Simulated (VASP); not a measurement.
# MgCd3S4 (P4/mmm) in VASP: single point with PBE

Aim: the single point of MgCd3S4 with PBE.

All numbers are computed with VASP 6.6.1; they aren't measurements. Logs are shortened: lines on timing, memory, paths and dates and some standing lists are left out, and cuts for length are marked.

## Step 1: The cell of the first run

It takes space group P4/mmm (No. 123, tetragonal). Conventional cell: a = 3.844 Å, b = 3.844 Å, c = 10.894 Å, α = 90.00°, β = 90.00°, γ = 90.00°. Within 3.5 Å of Mg (site symmetry 4/mmm) lie 6 S at 2.66 to 2.72 Å. Within 3.6 Å of Cd (site symmetry 4mm) lie 6 S at 2.69 to 2.75 Å. Cd (site symmetry 4/mmm) has 6 S at 2.72 to 2.79 Å within 3.6 Å. S (site symmetry 4mm) has 1 Mg at 2.66 Å and 5 Cd at 2.72 to 2.79 Å within 3.5 Å. Within 3.6 Å of S (site symmetry 4/mmm) lie 6 Cd at 2.72 to 2.75 Å. Within 3.6 Å of S (site symmetry 4/mmm) lie 2 Cd at 2.69 Å and 4 Mg at 2.72 Å.

## Step 2: Single point, PBE

The input, INCAR:

```
PREC = Accurate
ENCUT = 520
EDIFF = 1E-7
ISMEAR = 0
SIGMA = 0.01
LREAL = False
LASPH = True
NELM = 60
ALGO = Normal
ISIF = 2
LWAVE = False
LCHARG = False
GGA = PE
NBANDS = 41
```

The input, KPOINTS:

```
regular mesh
0
Gamma
  10 10 4
```

The input, POSCAR:

```
MgCd3S4
1.0
    3.8441903386      0.0000000000      0.0000000000
    0.0000000000      3.8441903386      0.0000000000
    0.0000000000      0.0000000000     10.8938693020
Mg Cd S
1 3 4
Direct
    0.0000000000      0.0000000000      0.0000000000
    0.5000000000      0.5000000000      0.2473737369
    0.0000000000      0.0000000000      0.5000000000
    0.5000000000      0.5000000000      0.7526262631
    0.0000000000      0.0000000000      0.2438174541
    0.5000000000      0.5000000000      0.5000000000
    0.0000000000      0.0000000000      0.7561825459
    0.5000000000      0.5000000000      0.0000000000
```

Potentials or basis: VASP PAW PBE potentials, release 64 (Mg, Cd, S).

On the command line:

```
cat potpaw_PBE.64/Mg/POTCAR potpaw_PBE.64/Cd/POTCAR potpaw_PBE.64/S/POTCAR > POTCAR
mpirun -np 1 vasp_std > vasp.out
```

OUTCAR:

```text
PREC = Accurate
   ENCUT = 520
   EDIFF = 1E-7
   ISMEAR = 0
   LREAL = False
   LASPH = True
   NELM = 60
   ISIF = 2
   GGA = PE

 ion  position               nearest neighbor table
   1  0.000  0.000  0.000-   5 2.66   7 2.66   8 2.72   8 2.72   8 2.72   8 2.72
   2  0.500  0.500  0.247-   8 2.69   5 2.72   5 2.72   5 2.72   5 2.72   6 2.75
   3  0.000  0.000  0.500-   6 2.72   6 2.72   6 2.72   6 2.72   7 2.79   5 2.79
   4  0.500  0.500  0.753-   8 2.69   7 2.72   7 2.72   7 2.72   7 2.72   6 2.75
   5  0.000  0.000  0.244-   1 2.66   2 2.72   2 2.72   2 2.72   2 2.72   3 2.79
   6  0.500  0.500  0.500-   3 2.72   3 2.72   3 2.72   3 2.72   4 2.75   2 2.75
   7  0.000  0.000  0.756-   1 2.66   4 2.72   4 2.72   4 2.72   4 2.72   3 2.79
   8  0.500  0.500  0.000-   2 2.69   4 2.69   1 2.72   1 2.72   1 2.72   1 2.72

  LATTYP: Found a simple tetragonal cell.
 ALAT       =     3.8441903386
 C/A-ratio  =     2.8338527342

  Lattice vectors:

 A1 = (   3.8441903386,   0.0000000000,   0.0000000000)
 A2 = (   0.0000000000,   3.8441903386,   0.0000000000)
 A3 = (   0.0000000000,   0.0000000000,  10.8938693020)

Analysis of symmetry for initial positions (statically):
=====================================================================
 Subroutine PRICEL returns:
 Original cell was already a primitive cell.

 Routine SETGRP: Setting up the symmetry group for a
 simple tetragonal supercell.

 Subroutine GETGRP returns: Found 16 space group operations
 (whereof 16 operations were pure point group operations)
 out of a pool of 16 trial point group operations.

The static configuration has the point symmetry D_4h.

Analysis of symmetry for dynamics (positions and initial velocities):
=====================================================================
 Subroutine PRICEL returns:
 Original cell was already a primitive cell.

 Routine SETGRP: Setting up the symmetry group for a
 simple tetragonal supercell.

 Subroutine GETGRP returns: Found 16 space group operations
 (whereof 16 operations were pure point group operations)
 out of a pool of 16 trial point group operations.

The dynamic configuration has the point symmetry D_4h.

 Subroutine INISYM returns: Found 16 space group operations
 (whereof 16 operations are pure point group operations),
 and found     1 'primitive' translations

----------------------------------------------------------------------------------------

                                     Primitive cell

  volume of cell :     160.9874

  direct lattice vectors                    reciprocal lattice vectors
     3.844190339  0.000000000  0.000000000     0.260132801  0.000000000  0.000000000
     0.000000000  3.844190339  0.000000000     0.000000000  0.260132801  0.000000000
     0.000000000  0.000000000 10.893869302     0.000000000  0.000000000  0.091794749

  length of vectors
     3.844190339  3.844190339 10.893869302     0.260132801  0.260132801  0.091794749

  position of ions in fractional coordinates (direct lattice)
     0.000000000  0.000000000  0.000000000
     0.500000000  0.500000000  0.247373737
     0.000000000  0.000000000  0.500000000
     0.500000000  0.500000000  0.752626263
     0.000000000  0.000000000  0.243817454
     0.500000000  0.500000000  0.500000000
     0.000000000  0.000000000  0.756182546
     0.500000000  0.500000000  0.000000000

  ion indices of the primitive-cell ions
   primitive index   ion index
                 1           1
                 2           2
                 3           3
                 4           4
                 5           5
                 6           6
                 7           7
                 8           8

----------------------------------------------------------------------------------------

 KPOINTS: regular mesh

Automatic generation of k-mesh.
 Grid dimensions read from file:
 generate k-points for:   10   10    4

 Generating k-lattice:

  Cartesian coordinates                     Fractional coordinates (reciprocal lattice)
     0.026013280  0.000000000  0.000000000     0.100000000  0.000000000  0.000000000
     0.000000000  0.026013280  0.000000000     0.000000000  0.100000000  0.000000000
     0.000000000  0.000000000  0.022948687     0.000000000  0.000000000  0.250000000

  Length of vectors
     0.026013280  0.026013280  0.022948687

  Shift w.r.t. Gamma in fractional coordinates (k-lattice)
     0.000000000  0.000000000  0.000000000

 Subroutine IBZKPT returns following result:
 ===========================================

 Found     63 irreducible k-points:

 Following reciprocal coordinates:
            Coordinates               Weight
  0.000000  0.000000  0.000000      1.000000
  0.100000  0.000000  0.000000      4.000000
  0.200000  0.000000  0.000000      4.000000
  0.300000  0.000000  0.000000      4.000000
  0.400000  0.000000  0.000000      4.000000
  0.500000  0.000000  0.000000      2.000000
[... 16 lines left out ...]
  0.100000  0.000000  0.250000      8.000000
  0.200000  0.000000  0.250000      8.000000
 [... further k-points ...]
   k-points           NKPTS =     63   k-points in BZ     NKDIM =     63   number of bands    NBANDS=     41
   number of dos      NEDOS =    301   number of ions     NIONS =      8
   total plane-waves  NPLWV =  75600
   dimension x,y,z NGX =    30 NGY =   30 NGZ =   84
   dimension x,y,z NGXF=    60 NGYF=   60 NGZF=  168
   ions per type =               1   3   4
   NGX,Y,Z   is equivalent  to a cutoff of  12.97, 12.97, 12.82 a.u.
   NGXF,Y,Z  is equivalent  to a cutoff of  25.95, 25.95, 25.64 a.u.
 SYSTEM =  unknown system
   PREC   = accura    normal or accurate (medium, high low for compatibility)
   ISTART =      0    job   : 0-new  1-cont  2-samecut
   ICHARG =      2    charge: 1-file 2-atom 10-const
   ISPIN  =      1    spin polarized calculation?
   LNONCOLLINEAR =      F non collinear calculations
   LSORBIT =      F    spin-orbit coupling
   LASPH  =      T    aspherical Exc in radial PAW
   ENCUT  =  520.0 eV  38.22 Ry    6.18 a.u.   7.15  7.15 20.26*2*pi/ulx,y,z
   NELM   =     60;   NELMIN=  2; NELMDL= -5     # of ELM steps
   EDIFF  = 0.1E-06   stopping-criterion for ELM
   LREAL  =      F    real-space projection
   EDIFFG = 0.1E-05   stopping-criterion for IOM
   NSW    =      0    number of steps for IOM
   IBRION =     -1    ionic relax: 0-MD 1-quasi-New 2-CG
   NFREE  =      0    steps in history (QN), initial steepest desc. (CG)
   ISIF   =      2    stress and relaxation
   ISYM   =      2    0-nonsym 1-usesym 2-fastsym
   POTIM  = 0.5000    time-step for ionic-motion
   TEBEG  =    0.0;   TEEND  =   0.0 temperature during run
   PSTRESS=    0.0 pullay stress
   NELECT =      62.0000    total number of electrons
   NUPDOWN=      -1.0000    fix difference up-down
   EMIN   =  10.00;   EMAX   =-10.00  energy-range for DOS
   EFERMI =   0.00;   METHOD = LEGACY
   ISMEAR =     0;   SIGMA  =   0.01  broadening in eV -4-tet -1-fermi 0-gaus
   EFERMI_NEDOS =   21; number of points for ismear=-14 and -15
   IALGO  =     38    algorithm
   IMIX   =      4    mixing-type and parameters
     AMIX     =   0.40;   BMIX     =  1.00
     AMIX_MAG =   1.60;   BMIX_MAG =  1.00
  volume/ion in A,a.u.               =      20.12       135.80
  Fermi-wavevector in a.u.,A,eV,Ry     =   1.191081  2.250817 19.302242  1.418675
  Thomas-Fermi vector in A             =   2.327151
   LORBIT       =      0    0 simple, 1 ext, 2 COOP (PROOUT), +10 PAW based schemes
   GGA     = PE    functional components
   LHFCALC =     F    Hartree Fock is set to
   AEXX    =    0.0000 exact exchange contribution
   IVDW    =     0    specifies the selected vdW correction
   LEPSILON=     F    determine dielectric tensor
   LRPA    =     F    only Hartree local field effects (RPA)
 non-spin polarized calculation
 Gauss-broadening in eV      SIGMA  =   0.01
  energy-cutoff  :      520.00
  volume of cell :      160.99
 maximum number of plane-waves:      4380
 NGX is ok and might be reduce to    30
   NGX = 15   NGY = 15   NGZ = 41

 number of electron      61.9999971 magnetization

 Free energy of the ion-electron system (eV)
  ---------------------------------------------------
  ext. energy  EPLUGINS =         0.00000000
  ---------------------------------------------------
  free energy    TOTEN  =       -25.99699259 eV

  energy without entropy =      -25.99699259  energy(sigma->0) =      -25.99699259

 E-fermi :   3.2042     XC(G=0): -10.1512

 val. band max:        3.1046578586   @ k =   0.5000   0.0000   0.0000
 cond. band min:       3.3501024563   @ k =   0.5000   0.5000   0.0000
 fundamental gap:      0.2454445977
 Fermi energy:         3.2041623083

 k-point     1 :       0.0000    0.0000    0.0000
  band No.  band energies     occupation
      1      -9.7449      2.00000
      2      -9.2114      2.00000
      3      -9.1788      2.00000
      4      -8.6203      2.00000
      5      -4.7794      2.00000
      6      -4.7019      2.00000
[... 33 lines left out ...]
     40      10.0880      0.00000
     41      11.7390      0.00000

 k-point     2 :       0.1000    0.0000    0.0000
  band No.  band energies     occupation
      1      -9.6862      2.00000
      2      -9.1616      2.00000
      3      -9.1343      2.00000
      4      -8.5993      2.00000
      5      -4.7700      2.00000
      6      -4.7202      2.00000
[... 33 lines left out ...]
     40      10.1616      0.00000
     41      11.3154      0.00000

 k-point     3 :       0.2000    0.0000    0.0000
  band No.  band energies     occupation
      1      -9.5191      2.00000
      2      -9.0242      2.00000
      3      -9.0123      2.00000
      4      -8.5488      2.00000
      5      -4.7613      2.00000
      6      -4.7591      2.00000
[... 875 lines left out ...]
      2      -9.3243      2.00000
      3      -9.0113      2.00000
      4      -8.5964      2.00000
      5      -4.7700      2.00000
      6      -4.7037      2.00000
[... 33 lines left out ...]
     40      10.4580      0.00000
     41      11.0703      0.00000

 k-point    24 :       0.2000    0.0000    0.2500
  band No.  band energies     occupation
      1      -9.4827      2.00000
      2      -9.1766      2.00000
      3      -8.9026      2.00000
      4      -8.5420      2.00000
      5      -4.7636      2.00000
      6      -4.7554      2.00000
[... 33 lines left out ...]
     40      10.4297      0.00000
     41      10.4822      0.00000

 [... further k-points ...]

------------------------ aborting loop because EDIFF is reached ----------------------------------------

  FORCE on cell =-STRESS in cart. coord.  units (eV):
  Direction    XX          YY          ZZ          XY          YZ          ZX
  --------------------------------------------------------------------------------------
  -------------------------------------------------------------------------------------
  Total        0.2798485      0.2798485      0.2300015      0.0000000      0.0000000     -0.0000000
  in kB        2.7851049      2.7851049      2.2890184      0.0000000      0.0000000     -0.0000000
  external PRESSURE =       2.6197428 kB  Pullay stress =       0.0000000 kB

 VOLUME and BASIS-vectors are now :
 -----------------------------------------------------------------------------
  energy-cutoff  :      520.00
  volume of cell :      160.99
      direct lattice vectors                 reciprocal lattice vectors
     3.844190339  0.000000000  0.000000000     0.260132801  0.000000000  0.000000000
     0.000000000  3.844190339  0.000000000     0.000000000  0.260132801  0.000000000
     0.000000000  0.000000000 10.893869302     0.000000000  0.000000000  0.091794749

 POSITION                                       TOTAL-FORCE (eV/Angst)
 -----------------------------------------------------------------------------------
      0.00000      0.00000      0.00000         0.000000      0.000000      0.000000
      1.92210      1.92210      2.69486         0.000000     -0.000000      0.000846
      0.00000      0.00000      5.44693         0.000000      0.000000      0.000000
      1.92210      1.92210      8.19901        -0.000000     -0.000000     -0.000846
      0.00000      0.00000      2.65612         0.000000      0.000000     -0.029736
      1.92210      1.92210      5.44693         0.000000      0.000000      0.000000
      0.00000      0.00000      8.23775         0.000000      0.000000      0.029736
      1.92210      1.92210      0.00000         0.000000      0.000000      0.000000
 -----------------------------------------------------------------------------------
    total drift:                                0.000000      0.000000      0.000000

  FREE ENERGIE OF THE ION-ELECTRON SYSTEM (eV)
  ---------------------------------------------------
  free  energy   TOTEN  =       -25.9969925894 eV

  energy  without entropy=      -25.9969925894  energy(sigma->0) =      -25.99699259
```

Wall time 15 min (1 thread of AMD EPYC 7R43 (Zen 3), shared host); peak memory 0.44 GiB.

Results:

```yaml
Free_energy: -25.9970 eV
Pressure: 0.3 GPa
Largest_force: 0.030 eV/Å
Band_gap_on_the_k_mesh: 0.25 eV (least direct gap 1.14 eV)
```

Forces in eV/Å, atoms in the order of the input:
```
Mg   0.000  0.000  0.000
Cd   0.000  0.000  0.001
Cd   0.000  0.000  0.000
Cd   0.000  0.000 -0.001
S    0.000  0.000 -0.030
S    0.000  0.000  0.000
S    0.000  0.000  0.030
S    0.000  0.000  0.000
```

Levels at points of the mesh, in eV from the valence-band top:
```tsv
k point	band 29	band 30	band 31	band 32	band 33	band 34
(0.00, 0.00, 0.00)	-0.72	-0.68	-0.68	0.46	1.23	3.13
(0.50, 0.00, 0.00)	-0.12	-0.04	0.00	3.54	3.56	4.52
(0.50, 0.50, 0.00)	-2.12	-2.12	-2.09	0.25	0.84	3.46
(0.00, 0.00, 0.50)	-1.09	-0.76	-0.76	1.00	1.54	2.47
(0.50, 0.00, 0.50)	-0.18	-0.10	-0.06	4.16	4.25	4.32
(0.50, 0.50, 0.50)	-2.44	-2.32	-2.32	1.42	1.60	1.70
```

Caveat: semilocal functionals underestimate gaps, and a narrow one can read as zero. A k mesh can miss the band edges.
